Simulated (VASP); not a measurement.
Wanted: the native input for a VASP 6.6.1 run.

```
Task                   : single point
Functional             : LDA
Potentials or basis    : VASP PAW LDA potentials, release 64 (Zr_sv)
Cutoff                 : 520 eV
k mesh                 : 12 × 12 × 6
Occupations            : fermi-dirac, width 0.3 eV
Spin                   : no spin polarisation
Dipole correction      : no
Further INCAR settings : ALGO = Normal; EDIFF = 1e-07; NBANDS = 19
```

The structure of Zr lies in POSCAR:

```
Zr
1.0
    3.1439658570      0.0000000000      0.0000000000
   -1.5719829285      2.7227543008      0.0000000000
    0.0000000000      0.0000000000      5.0894642375
Zr
2
Direct
    0.3333333333      0.6666666667      0.2500000000
    0.6666666667      0.3333333333      0.7500000000
```

The input as run:

INCAR

```
SYSTEM = Zr
ALGO = Normal
EDIFF = 1E-7
ENCUT = 520
GGA = CA
ISIF = 2
ISMEAR = -1
LASPH = .TRUE.
LCHARG = .FALSE.
LREAL = .FALSE.
LWAVE = .FALSE.
NBANDS = 19
NELM = 100
PREC = Accurate
SIGMA = 0.3
```

KPOINTS

```
k-points
0
G
  12 12 6
  0 0 0
```

Potentials or basis: VASP PAW LDA potentials, release 64 (Zr_sv).

Command:

```console
$ cat potpaw_LDA.64/Zr_sv/POTCAR > POTCAR
$ mpirun -np 1 vasp_std > vasp.out
```

Results of the run:

| Quantity | Value |
| --- | --- |
| Pressure | 1.4 GPa |
| Band gap on the k mesh | zero (band 12 reaches 10.51 eV, above the bottom of band 13 at 9.35 eV) |

Wall time 26 s on 1 thread of AMD EPYC 9R45 96-Core Processor (Zen 5) (shared host), peak memory 0.14 GiB.
